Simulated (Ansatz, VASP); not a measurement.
AlN: VASP beside Ansatz

File POSCAR:

```
AlN
1.0
    0.0000000000      2.0188684521      2.0390571367
    2.0188684521      0.0000000000      2.0390571367
    2.0188684521      2.0188684521      0.0000000000
Al N
1 1
Direct
    0.0000000000      0.0000000000      0.0000000000
    0.5000000000      0.5000000000      0.5000000000
```

Contents of INCAR.step1:

```
SYSTEM = AlN
PREC = Accurate
ENCUT = 520
EDIFF = 1E-5
ISMEAR = 0
SIGMA = 0.01
LREAL = .FALSE.
LASPH = .TRUE.
NELM = 60
ALGO = Normal
ISIF = 2
LWAVE = .TRUE.
LCHARG = .FALSE.
NBANDS = 11
GGA = PE
```

Contents of INCAR.step2:

```
SYSTEM = AlN
PREC = Accurate
ENCUT = 520
EDIFF = 1E-7
ISMEAR = 0
SIGMA = 0.01
LREAL = .FALSE.
LASPH = .TRUE.
NELM = 60
ALGO = Normal
ISIF = 2
LWAVE = .FALSE.
LCHARG = .FALSE.
GGA = PE
LHFCALC = .TRUE.
HFSCREEN = 0.2079
PRECFOCK = Normal
NBANDS = 11
ISTART = 1
```

Contents of KPOINTS:

```
Automatic mesh
0
G
  8 8 8
  0 0 0
```

Input for Ansatz:

```yaml
crystal:
  lattice:
    - [0.0, 2.0188684521, 2.0390571367]
    - [2.0188684521, 0.0, 2.0390571367]
    - [2.0188684521, 2.0188684521, 0.0]
  atoms:
    - { symbol: Al, position: [0.0, 0.0, 0.0] }
    - { symbol: "N", position: [0.5, 0.5, 0.5] }
kpoints:
  mp_grid: { grid: [8, 8, 8] }
  band_path:
    path:
      - [0.0, 0.0, 0.0]
      - [0.5, 0.0, 0.5]
      - [0.625, 0.25, 0.625]
      - [0.375, 0.375, 0.75]
      - [0.5, 0.5, 0.5]
      - [0.5, 0.25, 0.75]
      - [0.0, 0.5, 0.5]
    npoints: 1
hamiltonian:
  xc: hse06
scf:
  occupations: { method: fixed }
  n_extra_bands: 4
output:
  forces: true
  stress: true
  eigenvalues: true
```

Change from the starting cell: uniaxial_z strain +1.0%.

Alike in both runs: task single point; functional HSE06; k mesh 8 × 8 × 8; no spin polarisation.

|  | VASP | Ansatz |
| --- | --- | --- |
| version | VASP 6.6.1 | Ansatz 0.2.0 |
| potentials or method | VASP PAW PBE potentials, release 64 (Al, N) | plane waves, PAW |
| plane-wave cutoff (eV) | 520 | 420 |
| occupations | gaussian, width 0.01 eV | fixed |
| valence electrons in the cell | 8 | 8 |

|  | VASP | Ansatz | Ansatz less VASP |
| --- | --- | --- | --- |
| gap on the k mesh at the Fermi level (eV) | 5.82 | 5.89 | +0.070 |
| pressure (GPa) | -4.1 | -4.2 | -0.09 |
| traceless stress, the component that is largest in VASP (GPa) | -1.74 | -1.76 | -0.019 |

Ansatz's warnings: stress exchange threshold loose, stress scf threshold loose.
